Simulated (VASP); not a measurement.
Write the native input for VASP 6.6.1 that does the following.

* Task: density of states
* Functional: LDA
* Potentials or basis: VASP PAW LDA potentials, release 64 (Pd)
* Cutoff: 520 eV
* k mesh: 17 × 17 × 17
* Occupations: fermi-dirac, width 0.1 eV
* Spin: no spin polarisation
* Dipole correction: no
* k mesh for the DOS: 26 × 26 × 26
* Occupations for the DOS: tetrahedron
* Further INCAR settings: ALGO = Normal; EDIFF = 1e-07

Pd:

```
CELL_PARAMETERS angstrom
0.00000 1.61996 1.61996
1.61996 0.00000 1.61996
1.61996 1.61996 0.00000
ATOMIC_POSITIONS crystal
Pd 0.00000 0.00000 0.00000
```

This cell differs from its parent crystal: volume scaled by 0.6.

These files were run (other wordings do the same):

POSCAR

```
Pd
1.0
    0.0000000000      1.6199596753      1.6199596753
    1.6199596753      0.0000000000      1.6199596753
    1.6199596753      1.6199596753      0.0000000000
Pd
1
Direct
    0.0000000000      0.0000000000      0.0000000000
```

INCAR.step1

```
  PREC = Accurate
  ENCUT = 520
  EDIFF = 1E-7
  ISMEAR = -1
  SIGMA = 0.1
  LREAL = F
  LASPH = T
  NELM = 100
  ALGO = Normal
  ISIF = 2
  LWAVE = F
  LCHARG = T
  LMAXMIX = 4
  GGA = CA
  NBANDS = 11
```

KPOINTS.step1

```
Automatic mesh
0
Gamma
  17 17 17
```

INCAR.step2

```
  PREC = Accurate
  ENCUT = 520
  EDIFF = 1E-7
  ISMEAR = -5
  SIGMA = 0.1
  LREAL = F
  LASPH = T
  NELM = 100
  ALGO = Normal
  ISIF = 2
  LWAVE = F
  LCHARG = F
  LMAXMIX = 4
  GGA = CA
  LORBIT = 11
  NEDOS = 1001
  ICHARG = 11
```

KPOINTS.step2

```
Automatic mesh
0
Gamma
  26 26 26
```

Potentials or basis: VASP PAW LDA potentials, release 64 (Pd).

Run with:

```sh
$ cat potpaw_LDA.64/Pd/POTCAR > POTCAR
$ cp INCAR.step1 INCAR
$ cp KPOINTS.step1 KPOINTS
$ mpirun -np 1 vasp_std > vasp.out
$ cp INCAR.step2 INCAR
$ cp KPOINTS.step2 KPOINTS
$ mpirun -np 1 vasp_std > vasp.out
```

Wall time 23 s on 1 thread of Intel(R) Xeon(R) 6975P-C (Granite Rapids), on a shared host, peak memory 0.15 GiB.
